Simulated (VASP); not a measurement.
Input of a VASP 6.6.1 run:

Contents of INCAR:

```
  ALGO = Normal
  EDIFF = 1E-6
  ENCUT = 520
  GGA = PS
  ISIF = 2
  ISMEAR = 0
  LASPH = T
  LCHARG = T
  LELF = T
  LREAL = F
  LVHAR = T
  LWAVE = F
  NBANDS = 55
  NELM = 60
  PREC = Accurate
  SIGMA = 0.1
```

Contents of KPOINTS:

```
k-points
0
Gamma
  12 12 4
```

POSCAR

```
Ti3C2
1.0
    2.9864824179      0.0000000000      0.0000000000
   -1.4932412089      2.5863696418      0.0000000000
    0.0000000000      0.0000000000     14.6149931625
Ti C
6 4
Direct
    0.3333333333      0.6666666667      0.8402956872
    0.6666666667      0.3333333333      0.3402956872
    0.6666666667      0.3333333333      0.1597043128
    0.3333333333      0.6666666667      0.6597043128
    0.0000000000      0.0000000000      0.0000000000
    0.0000000000      0.0000000000      0.5000000000
    0.6666666667      0.3333333333      0.9132536401
    0.3333333333      0.6666666667      0.4132536401
    0.6666666667      0.3333333333      0.5867463599
    0.3333333333      0.6666666667      0.0867463599
```

Potentials or basis: VASP PAW PBE potentials, release 64 (Ti_sv, C).

The run is started by

```bash
$ cat potpaw_PBE.64/Ti_sv/POTCAR potpaw_PBE.64/C/POTCAR > POTCAR
$ mpirun -np 1 vasp_std > vasp.out
```

Predict the pressure.

10.6 GPa.

Predict the band gap on the k mesh.

zero (bands 44 and 45 overlap by 0.68 eV).

Forces in eV/Å, atoms in the order of the input:
```
Ti   0.000  0.000 -0.022
Ti   0.000  0.000 -0.022
Ti   0.000  0.000  0.022
Ti   0.000  0.000  0.022
Ti   0.000  0.000  0.000
Ti   0.000  0.000  0.000
C    0.000  0.000  0.003
C    0.000  0.000  0.003
C    0.000  0.000 -0.003
C    0.000  0.000 -0.003
```

Caveat: the cell stands under pressure; the PAW data sets were made with another functional, which shifts forces and pressure a little.
